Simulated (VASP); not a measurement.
# H4C19 in VASP: single point with PBE+D3(BJ)

Aim: the single point of H4C19 with PBE+D3(BJ).

Everything below comes from runs of VASP 6.6.1. Logs are shortened: lines on timing, memory, paths and dates and some standing lists are left out, and cuts for length are marked.

### 1 The cell of the first run

The cell holds a slab with vacuum, 23 atoms: a = 7.398 Å, b = 7.398 Å, c = 13.000 Å, α = 90.00°, β = 90.00°, γ = 120.00°.

### 2 Single point, PBE+D3(BJ)

File INCAR:

```
ALGO = Normal
EDIFF = 1E-7
ENCUT = 520
GGA = PE
ISIF = 2
ISMEAR = 0
IVDW = 12
LASPH = T
LCHARG = F
LREAL = Auto
LWAVE = F
NBANDS = 57
NELM = 60
PREC = Accurate
SIGMA = 0.02
```

File KPOINTS:

```
k-points
0
Gamma
  2 2 1
```

File POSCAR:

```
H4C19
1.0
    7.3980000000      0.0000000000      0.0000000000
   -3.6990000000      6.4068560000      0.0000000000
    0.0000000000      0.0000000000     13.0000000000
C H
19 4
Direct
    0.0021873391     -0.0040570601      0.0522950769
    0.2257047160      0.1077108647      0.0524655385
    0.0021521910      0.3312624788      0.0525087692
    0.2257211314      0.4430464802      0.0524926154
    0.0041658624      0.6646472154      0.0520253846
    0.2237291400      0.7744044817      0.0524267692
    0.3354926762     -0.0020757451      0.0524931538
    0.5590486652      0.1097056029      0.0524337692
    0.3374918942      0.3312657566      0.0523056923
    0.5570286271      0.4410394115      0.0517612308
    0.3355244301      0.6626206364      0.0524562308
    0.5590379452      0.7743773233      0.0521746923
    0.6708116452     -0.0020752769      0.0524567692
    0.8903868400      0.1077277217      0.0524921538
    0.6688058923      0.3292689893      0.0520423846
    0.8923615497      0.4410534590      0.0521342308
    0.6688118287      0.6646095995      0.0516340000
    0.8924124568      0.7764085848      0.0517476154
    0.7350901180      0.6006184625      0.3152870769
    0.8060960628      0.7640174838      0.2912277692
    0.5714322871      0.5160421898      0.2909521538
    0.8187622277      0.5299602488      0.2792112308
    0.7440734020      0.5924639168      0.3991299231
```

Potentials or basis: VASP PAW PBE potentials, release 64 (C, H).

Command:

```
> cat potpaw_PBE.64/C/POTCAR potpaw_PBE.64/H/POTCAR > POTCAR
> mpirun -np 1 vasp_std > vasp.out
```

OUTCAR:

```text
EDIFF = 1E-7
   ENCUT = 520
   GGA = PE
   ISIF = 2
   ISMEAR = 0
   IVDW = 12
   LASPH = T
   LREAL = Auto
   NELM = 60
   PREC = Accurate
 IVDW          = 12

 ion  position               nearest neighbor table
   1  0.002  0.996  0.052-  18 1.41   2 1.43  14 1.43
   2  0.226  0.108  0.052-   7 1.41   1 1.43   9 1.43
   3  0.002  0.331  0.053-  16 1.41  14 1.43   4 1.43
   4  0.226  0.443  0.052-  11 1.41   9 1.43   3 1.43
   5  0.004  0.665  0.052-   6 1.41  18 1.43  16 1.43
   6  0.224  0.774  0.052-   5 1.41   7 1.43  11 1.43
[... 10 lines left out ...]
  17  0.669  0.665  0.052-  12 1.41  10 1.43  18 1.43
  18  0.892  0.776  0.052-   1 1.41   5 1.43  17 1.43
  19  0.735  0.601  0.315-  21 1.10  22 1.10  20 1.10  23 1.10
  20  0.806  0.764  0.291-  19 1.10
  21  0.571  0.516  0.291-  19 1.10
  22  0.819  0.530  0.279-  19 1.10
  23  0.744  0.592  0.399-  19 1.10

  LATTYP: Found a hexagonal cell.
 ALAT       =     7.3980000000
 C/A-ratio  =     1.7572316842

  Lattice vectors:

 A1 = (   7.3980000000,   0.0000000000,   0.0000000000)
 A2 = (  -3.6990000000,   6.4068560000,   0.0000000000)
 A3 = (   0.0000000000,   0.0000000000,  13.0000000000)

Analysis of symmetry for initial positions (statically):
=====================================================================
 Subroutine PRICEL returns:
 Original cell was already a primitive cell.

 Routine SETGRP: Setting up the symmetry group for a
 hexagonal supercell.

 Subroutine GETGRP returns: Found  1 space group operations
 (whereof  1 operations were pure point group operations)
 out of a pool of 24 trial point group operations.

The static configuration has the point symmetry C_1 .

Analysis of symmetry for dynamics (positions and initial velocities):
=====================================================================
 Subroutine PRICEL returns:
 Original cell was already a primitive cell.

 Routine SETGRP: Setting up the symmetry group for a
 hexagonal supercell.

 Subroutine GETGRP returns: Found  1 space group operations
 (whereof  1 operations were pure point group operations)
 out of a pool of 24 trial point group operations.

The dynamic configuration has the point symmetry C_1 .

 Subroutine INISYM returns: Found  1 space group operations
 (whereof  1 operations are pure point group operations),
 and found     1 'primitive' translations

----------------------------------------------------------------------------------------

                                     Primitive cell

  volume of cell :     616.1730

  direct lattice vectors                    reciprocal lattice vectors
     7.398000000  0.000000000  0.000000000     0.135171668  0.078041398  0.000000000
    -3.699000000  6.406856000  0.000000000     0.000000000  0.156082796  0.000000000
     0.000000000  0.000000000 13.000000000     0.000000000  0.000000000  0.076923077

  length of vectors
     7.398000000  7.398000054 13.000000000     0.156082797  0.156082796  0.076923077

  position of ions in fractional coordinates (direct lattice)
     0.002187339  0.995942940  0.052295077
     0.225704716  0.107710865  0.052465539
     0.002152191  0.331262479  0.052508769
     0.225721131  0.443046480  0.052492615
     0.004165862  0.664647215  0.052025385
     0.223729140  0.774404482  0.052426769
[... 15 lines left out ...]
     0.818762228  0.529960249  0.279211231
     0.744073402  0.592463917  0.399129923

  ion indices of the primitive-cell ions
   primitive index   ion index
                 1           1
                 2           2
                 3           3
                 4           4
                 5           5
                 6           6
[... 15 lines left out ...]
                22          22
                23          23

----------------------------------------------------------------------------------------

 KPOINTS: k-points

Automatic generation of k-mesh.
 Grid dimensions read from file:
 generate k-points for:    2    2    1

 Generating k-lattice:

  Cartesian coordinates                     Fractional coordinates (reciprocal lattice)
     0.067585834  0.039020699  0.000000000     0.500000000 -0.000000000  0.000000000
     0.000000000  0.078041398  0.000000000     0.000000000  0.500000000  0.000000000
     0.000000000  0.000000000  0.076923077     0.000000000  0.000000000  1.000000000

  Length of vectors
     0.078041399  0.078041398  0.076923077

  Shift w.r.t. Gamma in fractional coordinates (k-lattice)
     0.000000000  0.000000000  0.000000000

 Subroutine IBZKPT returns following result:
 ===========================================

 Found      4 irreducible k-points:

 Following reciprocal coordinates:
            Coordinates               Weight
  0.000000  0.000000  0.000000      1.000000
  0.500000  0.000000  0.000000      1.000000
  0.000000  0.500000  0.000000      1.000000
  0.500000  0.500000  0.000000      1.000000
   k-points           NKPTS =      4   k-points in BZ     NKDIM =      4   number of bands    NBANDS=     57
   number of dos      NEDOS =    301   number of ions     NIONS =     23
   total plane-waves  NPLWV = 307328
   dimension x,y,z NGX =    56 NGY =   56 NGZ =   98
   dimension x,y,z NGXF=   112 NGYF=  112 NGZF=  196
   ions per type =              19   4
   NGX,Y,Z   is equivalent  to a cutoff of  12.58, 12.58, 12.53 a.u.
   NGXF,Y,Z  is equivalent  to a cutoff of  25.17, 25.17, 25.06 a.u.
 SYSTEM =  unknown system
   PREC   = accura    normal or accurate (medium, high low for compatibility)
   ISTART =      0    job   : 0-new  1-cont  2-samecut
   ICHARG =      2    charge: 1-file 2-atom 10-const
   ISPIN  =      1    spin polarized calculation?
   LNONCOLLINEAR =      F non collinear calculations
   LSORBIT =      F    spin-orbit coupling
   LASPH  =      T    aspherical Exc in radial PAW
   ENCUT  =  520.0 eV  38.22 Ry    6.18 a.u.  13.76 13.76 24.17*2*pi/ulx,y,z
   NELM   =     60;   NELMIN=  2; NELMDL= -5     # of ELM steps
   EDIFF  = 0.1E-06   stopping-criterion for ELM
   LREAL  =      T    real-space projection
   EDIFFG = 0.1E-05   stopping-criterion for IOM
   NSW    =      0    number of steps for IOM
   IBRION =     -1    ionic relax: 0-MD 1-quasi-New 2-CG
   NFREE  =      0    steps in history (QN), initial steepest desc. (CG)
   ISIF   =      2    stress and relaxation
   ISYM   =      2    0-nonsym 1-usesym 2-fastsym
   POTIM  = 0.5000    time-step for ionic-motion
   TEBEG  =    0.0;   TEEND  =   0.0 temperature during run
   PSTRESS=    0.0 pullay stress
   NELECT =      80.0000    total number of electrons
   NUPDOWN=      -1.0000    fix difference up-down
   EMIN   =  10.00;   EMAX   =-10.00  energy-range for DOS
   EFERMI =   0.00;   METHOD = LEGACY
   ISMEAR =     0;   SIGMA  =   0.02  broadening in eV -4-tet -1-fermi 0-gaus
   EFERMI_NEDOS =   21; number of points for ismear=-14 and -15
   IALGO  =     38    algorithm
   IMIX   =      4    mixing-type and parameters
     AMIX     =   0.40;   BMIX     =  1.00
     AMIX_MAG =   1.60;   BMIX_MAG =  1.00
  volume/ion in A,a.u.               =      26.79       180.79
  Fermi-wavevector in a.u.,A,eV,Ry     =   0.828967  1.566521  9.349739  0.687186
  Thomas-Fermi vector in A             =   1.941434
   LORBIT       =      0    0 simple, 1 ext, 2 COOP (PROOUT), +10 PAW based schemes
   GGA     = PE    functional components
   LHFCALC =     F    Hartree Fock is set to
   AEXX    =    0.0000 exact exchange contribution
   IVDW    =    12    specifies the selected vdW correction
   LEPSILON=     F    determine dielectric tensor
   LRPA    =     F    only Hartree local field effects (RPA)
 non-spin polarized calculation
 Gauss-broadening in eV      SIGMA  =   0.02
  energy-cutoff  :      520.00
  volume of cell :      616.17
 maximum number of plane-waves:     16651
 NGX is ok and might be reduce to    56
   NGX = 27   NGY = 27   NGZ = 49

 number of electron      79.9999999 magnetization

 Free energy of the ion-electron system (eV)
  ---------------------------------------------------
  ext. energy  EPLUGINS =         0.00000000
  ---------------------------------------------------
  free energy    TOTEN  =      -189.64248710 eV

  energy without entropy =     -189.64248710  energy(sigma->0) =     -189.64248710

 E-fermi :  -1.7337     XC(G=0):  -3.9579

 val. band max:       -1.8369778091   @ k =   0.0000   0.0000   0.0000
 cond. band min:      -1.6219408905   @ k =   0.0000   0.0000   0.0000
 fundamental gap:      0.2150369186
 Fermi energy:        -1.7336766168

 k-point     1 :       0.0000    0.0000    0.0000
  band No.  band energies     occupation
      1     -21.2513      2.00000
      2     -18.7092      2.00000
      3     -18.7086      2.00000
      4     -18.7065      2.00000
      5     -18.7056      2.00000
      6     -18.5863      2.00000
[... 44 lines left out ...]
     51       3.2313      0.00000
     52       4.2817      0.00000

 k-point     2 :       0.5000    0.0000    0.0000
  band No.  band energies     occupation
      1     -20.5984      2.00000
      2     -20.5961      2.00000
      3     -19.3458      2.00000
      4     -19.2633      2.00000
      5     -16.8568      2.00000
      6     -16.8553      2.00000
[... 44 lines left out ...]
     51       3.7147      0.00000
     52       4.0533      0.00000

 k-point     3 :       0.0000    0.5000    0.0000
  band No.  band energies     occupation
      1     -20.5984      2.00000
      2     -20.5961      2.00000
      3     -19.3459      2.00000
      4     -19.2632      2.00000
      5     -16.8570      2.00000
      6     -16.8553      2.00000
[... 44 lines left out ...]
     51       3.7161      0.00000
     52       4.0517      0.00000

 k-point     4 :       0.5000    0.5000    0.0000
  band No.  band energies     occupation
      1     -20.5983      2.00000
      2     -20.5961      2.00000
      3     -19.3460      2.00000
      4     -19.2631      2.00000
      5     -16.8565      2.00000
      6     -16.8561      2.00000
[... 44 lines left out ...]
     51       3.6890      0.00000
     52       4.0504      0.00000
 [bands above 52 left out]

------------------------ aborting loop because EDIFF is reached ----------------------------------------

 Edisp (eV)   -1.78391

 E8    (eV) :    -0.5401

  FORCE on cell =-STRESS in cart. coord.  units (eV):
  Direction    XX          YY          ZZ          XY          YZ          ZX
  --------------------------------------------------------------------------------------
  -------------------------------------------------------------------------------------
  Total       1.06978     1.10126    -0.19279    -0.01023     0.00718    -0.01393
  in kB       2.78166     2.86350    -0.50129    -0.02659     0.01867    -0.03621
  external pressure =        1.71 kB  Pullay stress =        0.00 kB

 VOLUME and BASIS-vectors are now :
 -----------------------------------------------------------------------------
  energy-cutoff  :      520.00
  volume of cell :      616.17
      direct lattice vectors                 reciprocal lattice vectors
     7.398000000  0.000000000  0.000000000     0.135171668  0.078041398  0.000000000
    -3.699000000  6.406856000  0.000000000     0.000000000  0.156082796  0.000000000
     0.000000000  0.000000000 13.000000000     0.000000000  0.000000000  0.076923077

 POSITION                                       TOTAL-FORCE (eV/Angst)
 -----------------------------------------------------------------------------------
     -3.66781      6.38086      0.67984        -0.003575     -0.008050     -0.002712
      1.27134      0.69009      0.68205         0.008091      0.000810      0.003023
     -1.20942      2.12235      0.68261        -0.005902      0.002704     -0.000225
      0.03106      2.83853      0.68240         0.007834      0.005802      0.002218
     -2.42771      4.25830      0.67633        -0.001929     -0.002530     -0.000031
     -1.20937      4.96150      0.68155        -0.004008     -0.010107      0.000123
[... 15 lines left out ...]
      4.09688      3.39538      3.62975         0.016752     -0.008367     -0.006659
      3.31313      3.79583      5.18869         0.001523     -0.000906      0.004616
 -----------------------------------------------------------------------------------
    total drift:                               -0.020728      0.007001      0.045551

  FREE ENERGIE OF THE ION-ELECTRON SYSTEM (eV)
  ---------------------------------------------------
  free  energy   TOTEN  =      -191.4263943250 eV

  energy  without entropy=     -191.4263943250  energy(sigma->0) =     -191.42639433
```

Wall time 3.1 min (1 thread of AMD EPYC 9R45 (Zen 5), shared host); peak memory 0.59 GiB.

What came out:

| Property | Result |
| --- | --- |
| Free energy | -191.4264 eV |
| Largest force | 0.022 eV/Å |
| Band gap on the k mesh | 0.22 eV |
| Dispersion energy per atom | -0.078 eV |

Forces on the atoms (eV/Å):
```
C   -0.004 -0.008 -0.003
C    0.008  0.001  0.003
C   -0.006  0.003  0.000
C    0.008  0.006  0.002
C   -0.002 -0.003  0.000
C   -0.004 -0.010  0.000
C   -0.012  0.003  0.000
C    0.004  0.009  0.000
C    0.010  0.010 -0.002
C    0.001  0.018  0.006
C   -0.004 -0.007 -0.002
C    0.020 -0.008  0.002
C    0.003  0.007 -0.001
C   -0.006 -0.006  0.003
C    0.000  0.003 -0.001
C   -0.010  0.003  0.001
C    0.006 -0.009 -0.006
C   -0.014 -0.013  0.008
C   -0.004  0.005 -0.002
H    0.000  0.015 -0.003
H   -0.014 -0.009 -0.004
H    0.017 -0.008 -0.007
H    0.002 -0.001  0.005
```

Caveat: the k points lie up to 0.49 Å⁻¹ apart.
